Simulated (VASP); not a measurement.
# Ni (P6_3/mmc) in VASP: notebook

Aim: see how the results for Ni move with the level of theory and the settings. Levels: BLYP, LDA, PBEsol. Tasks: single point.

All numbers are computed with VASP 6.6.1; they aren't measurements. Logs are shortened: lines on timing, memory, paths and dates and some standing lists are left out, and cuts for length are marked.

**1. The cell of the first run**

Symmetry: P6_3/mmc, No. 194, hexagonal system. Conventional cell: a = 2.448 Å, b = 2.448 Å, c = 4.073 Å, α = 90.00°, β = 90.00°, γ = 120.00°. Within 3.2 Å of Ni (site symmetry -6m2) lie 12 Ni at 2.45 to 2.48 Å.

This isn't the form of Ni at room conditions, which is fcc.

**2. Single point, BLYP, collinear spin, ferromagnetic start**

Contents of INCAR:

```
SYSTEM = Ni
AGGAC    = 1.0          
AGGAX    = 1.0          
ALDAC    = 0.0          
ALDAX    = 1.0          
ALGO     = Normal         ! electronic algorithm
EDIFF    = 1E-7           ! SCF threshold, eV
ENCUT    = 520            ! plane-wave cutoff, eV
GGA      = B5             ! functional
ISIF     = 2              ! what is computed and relaxed
ISMEAR   = -1             ! smearing method
ISPIN    = 2              ! spin polarisation
LASPH    = .TRUE.         ! aspherical terms in the spheres
LCHARG   = .TRUE.         ! write CHGCAR
LELF     = .TRUE.         ! ELF
LMAXMIX  = 4              ! l up to which the mixer works
LORBIT   = 11             ! projections on sites
LREAL    = .FALSE.        ! projectors in reciprocal space
LVHAR    = .TRUE.       
LWAVE    = .FALSE.        ! write WAVECAR
MAGMOM   = 2 2            ! initial moments
NBANDS   = 21             ! bands
NELM     = 150            ! most SCF steps
PREC     = Accurate       ! precision mode
SIGMA    = 0.1            ! smearing width, eV
```

Contents of KPOINTS:

```
k-points
0
G
  13 13 7
  0 0 0
```

Contents of POSCAR:

```
Ni
1.0
    2.4480230000      0.0000000000      0.0000000000
   -1.2240115000      2.1200501070      0.0000000000
    0.0000000000      0.0000000000      4.0728080000
Ni
2
Direct
    0.3333333333      0.6666666667      0.2500000000
    0.6666666667      0.3333333333      0.7500000000
```

Potentials or basis: VASP PAW PBE potentials, release 64 (Ni).

Run with:

```bash
$ cat potpaw_PBE.64/Ni/POTCAR > POTCAR
$ mpirun -np 1 vasp_std > vasp.out
```

OUTCAR:

```text
SYSTEM = Ni
   EDIFF = 1E-7
   ENCUT = 520
   GGA = B5
   ISIF = 2
   ISMEAR = -1
   ISPIN = 2
   LASPH = .TRUE.
   LORBIT = 11
   LREAL = .FALSE.
   NELM = 150
   PREC = Accurate

 ion  position               nearest neighbor table
   1  0.333  0.667  0.250-   2 2.48   2 2.48   2 2.48   2 2.48   2 2.48   2 2.48
   2  0.667  0.333  0.750-   1 2.48   1 2.48   1 2.48   1 2.48   1 2.48   1 2.48

  LATTYP: Found a hexagonal cell.
 ALAT       =     2.4480230000
 C/A-ratio  =     1.6637131269

  Lattice vectors:

 A1 = (   2.4480230000,   0.0000000000,   0.0000000000)
 A2 = (  -1.2240115000,   2.1200501070,   0.0000000000)
 A3 = (   0.0000000000,   0.0000000000,   4.0728080000)

Analysis of symmetry for initial positions (statically):
=====================================================================
 Subroutine PRICEL returns:
 Original cell was already a primitive cell.

 Routine SETGRP: Setting up the symmetry group for a
 hexagonal supercell.

 Subroutine GETGRP returns: Found 24 space group operations
 (whereof 12 operations were pure point group operations)
 out of a pool of 24 trial point group operations.

The static configuration has the point symmetry D_3d.
 The point group associated with its full space group is D_6h.

Analysis of symmetry for dynamics (positions and initial velocities):
=====================================================================
 Subroutine PRICEL returns:
 Original cell was already a primitive cell.

 Routine SETGRP: Setting up the symmetry group for a
 hexagonal supercell.

 Subroutine GETGRP returns: Found 24 space group operations
 (whereof 12 operations were pure point group operations)
 out of a pool of 24 trial point group operations.

The dynamic configuration has the point symmetry D_3d.
 The point group associated with its full space group is D_6h.

Analysis of structural, dynamic, and magnetic symmetry:
=====================================================================
 Subroutine PRICEL returns:
 Original cell was already a primitive cell.

 Routine SETGRP: Setting up the symmetry group for a
 hexagonal supercell.

 Subroutine GETGRP returns: Found 24 space group operations
 (whereof 12 operations were pure point group operations)
 out of a pool of 24 trial point group operations.

The overall configuration has the point symmetry D_3d.
 The point group associated with its full space group is D_6h.

 Subroutine INISYM returns: Found 24 space group operations
 (whereof 12 operations are pure point group operations),
 and found     1 'primitive' translations

----------------------------------------------------------------------------------------

                                     Primitive cell

  volume of cell :      21.1376

  direct lattice vectors                    reciprocal lattice vectors
     2.448023000  0.000000000  0.000000000     0.408492894  0.235843482  0.000000000
    -1.224011500  2.120050107  0.000000000     0.000000000  0.471686965  0.000000000
     0.000000000  0.000000000  4.072808000     0.000000000  0.000000000  0.245530848

  length of vectors
     2.448023000  2.448023000  4.072808000     0.471686965  0.471686965  0.245530848

  position of ions in fractional coordinates (direct lattice)
     0.333333333  0.666666667  0.250000000
     0.666666667  0.333333333  0.750000000

  ion indices of the primitive-cell ions
   primitive index   ion index
                 1           1
                 2           2

----------------------------------------------------------------------------------------

 KPOINTS: k-points

Automatic generation of k-mesh.
 Grid dimensions read from file:
 generate k-points for:   13   13    7

 Generating k-lattice:

  Cartesian coordinates                     Fractional coordinates (reciprocal lattice)
     0.031422530  0.018141806  0.000000000     0.076923077  0.000000000  0.000000000
     0.000000000  0.036283613  0.000000000     0.000000000  0.076923077  0.000000000
     0.000000000  0.000000000  0.035075835     0.000000000  0.000000000  0.142857143

  Length of vectors
     0.036283613  0.036283613  0.035075835

  Shift w.r.t. Gamma in fractional coordinates (k-lattice)
     0.000000000  0.000000000  0.000000000

 Subroutine IBZKPT returns following result:
 ===========================================

 Found     84 irreducible k-points:

 Following reciprocal coordinates:
            Coordinates               Weight
  0.000000  0.000000  0.000000      1.000000
  0.076923 -0.000000  0.000000      6.000000
  0.153846 -0.000000  0.000000      6.000000
  0.230769  0.000000  0.000000      6.000000
  0.307692 -0.000000  0.000000      6.000000
  0.384615 -0.000000  0.000000      6.000000
[... 16 lines left out ...]
  0.076923 -0.000000  0.142857     12.000000
  0.153846 -0.000000  0.142857     12.000000
 [... further k-points ...]
   k-points           NKPTS =     84   k-points in BZ     NKDIM =     84   number of bands    NBANDS=     21
   number of dos      NEDOS =    301   number of ions     NIONS =      2
   total plane-waves  NPLWV =   9720
   dimension x,y,z NGX =    18 NGY =   18 NGZ =   30
   dimension x,y,z NGXF=    36 NGYF=   36 NGZF=   60
   ions per type =               2
   NGX,Y,Z   is equivalent  to a cutoff of  12.22, 12.22, 12.25 a.u.
   NGXF,Y,Z  is equivalent  to a cutoff of  24.45, 24.45, 24.49 a.u.
 SYSTEM =  Ni
   PREC   = accura    normal or accurate (medium, high low for compatibility)
   ISTART =      0    job   : 0-new  1-cont  2-samecut
   ICHARG =      2    charge: 1-file 2-atom 10-const
   ISPIN  =      2    spin polarized calculation?
   LNONCOLLINEAR =      F non collinear calculations
   LSORBIT =      F    spin-orbit coupling
   LASPH  =      T    aspherical Exc in radial PAW
   ENCUT  =  520.0 eV  38.22 Ry    6.18 a.u.   4.55  4.55  7.57*2*pi/ulx,y,z
   NELM   =    150;   NELMIN=  2; NELMDL= -5     # of ELM steps
   EDIFF  = 0.1E-06   stopping-criterion for ELM
   LREAL  =      F    real-space projection
   EDIFFG = 0.1E-05   stopping-criterion for IOM
   NSW    =      0    number of steps for IOM
   IBRION =     -1    ionic relax: 0-MD 1-quasi-New 2-CG
   NFREE  =      0    steps in history (QN), initial steepest desc. (CG)
   ISIF   =      2    stress and relaxation
   ISYM   =      2    0-nonsym 1-usesym 2-fastsym
   POTIM  = 0.5000    time-step for ionic-motion
   TEBEG  =    0.0;   TEEND  =   0.0 temperature during run
   PSTRESS=    0.0 pullay stress
   NELECT =      20.0000    total number of electrons
   NUPDOWN=      -1.0000    fix difference up-down
   EMIN   =  10.00;   EMAX   =-10.00  energy-range for DOS
   EFERMI =   0.00;   METHOD = LEGACY
   ISMEAR =    -1;   SIGMA  =   0.10  broadening in eV -4-tet -1-fermi 0-gaus
   EFERMI_NEDOS =   21; number of points for ismear=-14 and -15
   IALGO  =     38    algorithm
   IMIX   =      4    mixing-type and parameters
     AMIX     =   0.40;   BMIX     =  1.00
     AMIX_MAG =   1.60;   BMIX_MAG =  1.00
  volume/ion in A,a.u.               =      10.57        71.32
  Fermi-wavevector in a.u.,A,eV,Ry     =   1.607187  3.037142 35.144513  2.583049
  Thomas-Fermi vector in A             =   2.703255
   LORBIT       =     11    0 simple, 1 ext, 2 COOP (PROOUT), +10 PAW based schemes
   GGA     = B5    functional components
   LHFCALC =     F    Hartree Fock is set to
   AEXX    =    0.0000 exact exchange contribution
   IVDW    =     0    specifies the selected vdW correction
   LEPSILON=     F    determine dielectric tensor
   LRPA    =     F    only Hartree local field effects (RPA)
 spin polarized calculation
  energy-cutoff  :      520.00
  volume of cell :       21.14
 maximum number of plane-waves:       586
   NGX =  9   NGY =  9   NGZ = 15

 number of electron      19.9999995 magnetization       1.1799629

 Free energy of the ion-electron system (eV)
  ---------------------------------------------------
  ext. energy  EPLUGINS =         0.00000000
  ---------------------------------------------------
  free energy    TOTEN  =        -9.13922784 eV

  energy without entropy =       -9.01937941  energy(sigma->0) =       -9.07930363

 E-fermi :  10.2542     XC(G=0): -12.8307

 val. band max:       10.2516207346   @ k =   0.2308   0.0769   0.4286
 cond. band min:      10.2542228106   @ k =   0.0769  -0.0000   0.0000
 fundamental gap:      0.0026020759
 Fermi energy:        10.2542196366

 spin component 1

 k-point     1 :       0.0000    0.0000    0.0000
  band No.  band energies     occupation
      1       1.1943      1.00000
      2       5.3009      1.00000
      3       7.7236      1.00000
      4       7.8821      1.00000
      5       7.8821      1.00000
      6       8.1444      1.00000
[... 13 lines left out ...]
     20      37.1732      0.00000
     21      41.1468      0.00000
[... 529 lines left out ...]
 k-point    24 :       0.1538   -0.0000    0.1429
  band No.  band energies     occupation
      1       2.2187      1.00000
      2       5.7361      1.00000
      3       7.4509      1.00000
      4       7.5433      1.00000
      5       7.8621      1.00000
      6       8.1623      1.00000
[... 13 lines left out ...]
     20      38.6899      0.00000
     21      39.6380      0.00000

 [... further k-points ...]

 spin component 2

 k-point     1 :       0.0000    0.0000    0.0000
  band No.  band energies     occupation
      1       1.1937      1.00000
      2       5.6775      1.00000
      3       8.3716      1.00000
      4       8.5036      1.00000
      5       8.5036      1.00000
      6       8.7822      1.00000
[... 13 lines left out ...]
     20      37.2801      0.00000
     21      41.2521      0.00000
[... 529 lines left out ...]
 k-point    24 :       0.1538   -0.0000    0.1429
  band No.  band energies     occupation
      1       2.2213      1.00000
      2       6.0972      1.00000
      3       7.9453      1.00000
      4       8.0480      1.00000
      5       8.4825      1.00000
      6       8.7515      1.00000
[... 13 lines left out ...]
     20      38.7770      0.00000
     21      39.7027      0.00000

 [... further k-points ...]
[... 5 lines left out ...]
  --------------------------------------------------------------------------------------
  -------------------------------------------------------------------------------------
  Total        2.4360527      2.4360527      2.0183931      0.0000000      0.0000000      0.0000000
  in kB      184.6467626    184.6467626    152.9892012      0.0000000      0.0000000      0.0000000
  external PRESSURE =     174.0942421 kB  Pullay stress =       0.0000000 kB

 VOLUME and BASIS-vectors are now :
 -----------------------------------------------------------------------------
  energy-cutoff  :      520.00
  volume of cell :       21.14
      direct lattice vectors                 reciprocal lattice vectors
     2.448023000  0.000000000  0.000000000     0.408492894  0.235843482  0.000000000
    -1.224011500  2.120050107  0.000000000     0.000000000  0.471686965  0.000000000
     0.000000000  0.000000000  4.072808000     0.000000000  0.000000000  0.245530848

 POSITION                                       TOTAL-FORCE (eV/Angst)
 -----------------------------------------------------------------------------------
     -0.00000      1.41337      1.01820        -0.000000     -0.000000      0.000000
      1.22401      0.70668      3.05461         0.000000      0.000000      0.000000
 -----------------------------------------------------------------------------------
    total drift:                               -0.000000      0.000000     -0.000000

  FREE ENERGIE OF THE ION-ELECTRON SYSTEM (eV)
  ---------------------------------------------------
  free  energy   TOTEN  =        -9.1392278437 eV

  energy  without entropy=       -9.0193794117  energy(sigma->0) =       -9.07930363

 total charge

# of ion       s       p       d       tot
------------------------------------------
    1        0.511   0.508   8.386   9.406
    2        0.511   0.508   8.386   9.406
--------------------------------------------------
tot          1.023   1.016  16.772  18.811

 magnetization (x)

# of ion       s       p       d       tot
------------------------------------------
    1       -0.005  -0.021   0.622   0.596
    2       -0.005  -0.021   0.622   0.596
--------------------------------------------------
tot         -0.010  -0.043   1.243   1.191
```

It took 73 s on 1 thread of AMD EPYC 7R13, shared host; peak memory 0.14 GiB.

What came out:

```yaml
Free_energy: -9.1392 eV
Pressure: 17.4 GPa
Net_moment: 1.18 μB per cell
Site_moments: Ni +0.60 μB
Valence_electrons_inside_the_program's_atomic_spheres: Ni 9.41
```

Levels at points of the mesh, in eV from the Fermi level:
Spin up:
```tsv
k point	band 8	band 9	band 10	band 11	band 12	band 13	band 14	band 15
(0.00, 0.00, 0.00)	-1.61	-1.61	-0.66	-0.66	-0.30	5.67	23.49	25.29
```
Spin down:
| k point | band 6 | band 7 | band 8 | band 9 | band 10 | band 11 | band 12 | band 13 |
| --- | --- | --- | --- | --- | --- | --- | --- | --- |
| (0.00, 0.00, 0.00) | -1.47 | -1.47 | -1.00 | -1.00 | -0.32 | -0.02 | -0.02 | 6.06 |

Caveat: the cell stands under pressure; the PAW data sets were made with another functional, which shifts forces and pressure a little.

**3. Single point, LDA, collinear spin, ferromagnetic start**

Contents of INCAR:

```
SYSTEM = Ni
PREC     = Accurate       ! precision mode
ENCUT    = 520            ! plane-wave cutoff, eV
EDIFF    = 1E-6           ! SCF threshold, eV
ISMEAR   = -1             ! smearing method
SIGMA    = 0.1            ! smearing width, eV
LREAL    = .FALSE.        ! projectors in reciprocal space
LASPH    = .TRUE.         ! aspherical terms in the spheres
NELM     = 150            ! most SCF steps
ALGO     = Normal         ! electronic algorithm
ISIF     = 2              ! what is computed and relaxed
LWAVE    = .FALSE.        ! write WAVECAR
LCHARG   = .FALSE.        ! write CHGCAR
ISPIN    = 2              ! spin polarisation
MAGMOM   = 2 2            ! initial moments
LORBIT   = 11             ! projections on sites
LMAXMIX  = 4              ! l up to which the mixer works
GGA      = CA             ! functional
NBANDS   = 21             ! bands
```

Contents of KPOINTS:

```
Automatic mesh
0
G
  13 13 7
  0 0 0
```

POSCAR is that of step 2.

Potentials or basis: VASP PAW LDA potentials, release 64 (Ni).

Run with:

```bash
$ cat potpaw_LDA.64/Ni/POTCAR > POTCAR
$ mpirun -np 1 vasp_std > vasp.out
```

Run time: 51 s. Hardware: 1 thread of AMD EPYC 7R13, shared host; peak memory 0.13 GiB.

It converged, with:

```
Free energy                                           : -13.1355 eV
Pressure                                              : -10.6 GPa
Net moment                                            : 1.16 μB per cell
Site moments                                          : Ni +0.58 μB
Valence electrons inside the program's atomic spheres : Ni 9.37
```

Stress tensor (GPa, compression positive):
```
 -9.46   0.00   0.00
  0.00  -9.46   0.00
  0.00   0.00 -12.92
```

Levels at points of the mesh, in eV from the Fermi level:
Spin up:
```tsv
k point	band 8	band 9	band 10	band 11	band 12	band 13	band 14	band 15
(0.00, 0.00, 0.00)	-1.55	-1.55	-0.61	-0.61	-0.51	5.66	23.16	25.22
```
Spin down:
```
           k point  band 7  band 8  band 9  band 10  band 11  band 12
(0.00, 0.00, 0.00)   -1.48   -0.98   -0.98    -0.48     0.00     0.00
```

Caveat: the cell stands under tension.

(Part 1 of 2 ends here.)
